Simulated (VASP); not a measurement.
Write the native input for VASP 6.6.1 that does the following.

```
Task                   : relaxation of cell and atoms
Functional             : PBE
Potentials or basis    : VASP PAW PBE potentials, release 64 (Se)
Cutoff                 : 500 eV
k mesh                 : 18 × 18 × 18
Occupations            : fermi-dirac, width 0.05 eV
Spin                   : no spin polarisation
Dipole correction      : no
Further INCAR settings : ALGO = Normal; EDIFF = 1e-07; IBRION = 2; EDIFFG = -0.005; NSW = 60; ISIF = 3
```

The structure of Se lies in POSCAR:

```
Se
1.0
   -1.7380133224      1.7380133224      1.7380133224
    1.7380133224     -1.7380133224      1.7380133224
    1.7380133224      1.7380133224     -1.7380133224
Se
1
Direct
    0.0000000000      0.0000000000      0.0000000000
```

This isn't the form of Se at room conditions, which is trigonal, of chains.

The input as run:

INCAR

```
SYSTEM = Se
PREC = Accurate ; ENCUT = 500
EDIFF = 1E-7 ; ISMEAR = -1
SIGMA = 0.05 ; LREAL = .FALSE.
LASPH = .TRUE. ; NELM = 120
ALGO = Normal ; ISIF = 3
LWAVE = .FALSE. ; LCHARG = .FALSE.
GGA = PE ; IBRION = 2
NSW = 60 ; EDIFFG = -0.005
GGA_COMPAT = .FALSE. ; NELMIN = 4
```

KPOINTS

```
regular mesh
0
G
  18 18 18
  0 0 0
```

Potentials or basis: VASP PAW PBE potentials, release 64 (Se).

The run is started by

```sh
$ cat potpaw_PBE.64/Se/POTCAR > POTCAR
$ mpirun -np 1 vasp_std > vasp.out
```

Results of the run:

* Relaxed volume: 20.35 Å³/atom
* Relaxed cell: a = 2.979 Å, b = 2.979 Å, c = 2.979 Å, α = 109.47°, β = 109.47°, γ = 109.47°
* Space group after relaxing (to 0.1 Å): Im-3m (No. 229)
* Energy gained by relaxing: 4.4 meV/atom
* Ionic steps: 3
* Pressure after relaxing: 0.0 GPa
* Band gap on the k mesh: zero (bands 3 and 4 overlap by 6.17 eV)

It took 25 s on 1 thread of Intel(R) Xeon(R) Platinum 8375C CPU @ 2.90GHz (Ice Lake), with other jobs on the host, peak memory 0.16 GiB.
